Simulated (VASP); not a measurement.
Runs of VASP 6.6.1 on KF. The structure is that of space group Immm (No. 71), or close to it. The cells are those of the table. 

```tsv
cell	gap on the mesh (eV)	pressure (GPa)
a = 3.783, b = 3.958 Å, angles 58.5, 56.9, 58.5°, 2 atoms	6.76	-0.6
a = 3.786, b = 3.497 Å, angles 62.5, 64.9, 62.5°, 2 atoms	6.70	-0.7
a = 3.785, b = 4.029 Å, angles 57.8, 55.6, 57.8°, 2 atoms	(a)	-0.7
a = 3.782, b = 3.639 Å, angles 61.2, 62.5, 61.2°, 2 atoms	(b)	-0.6
a = 3.784, b = 3.994 Å, angles 58.1, 56.3, 58.1°, 2 atoms	6.74	-0.7
```

Alike in all rows: task single point; level r2SCAN; potentials or basis VASP PAW PBE potentials, release 64 (K_sv, F); no spin polarisation; k mesh 8 × 8 × 8; cutoff (eV) 520; smearing gaussian 0.05 eV.

Question: Fill in the values left out.

Answer: (a) 6.72; (b) 6.77.

Caveats: the PAW data sets were made with another functional, which shifts forces and pressure a little.

A k mesh can miss the band edges.
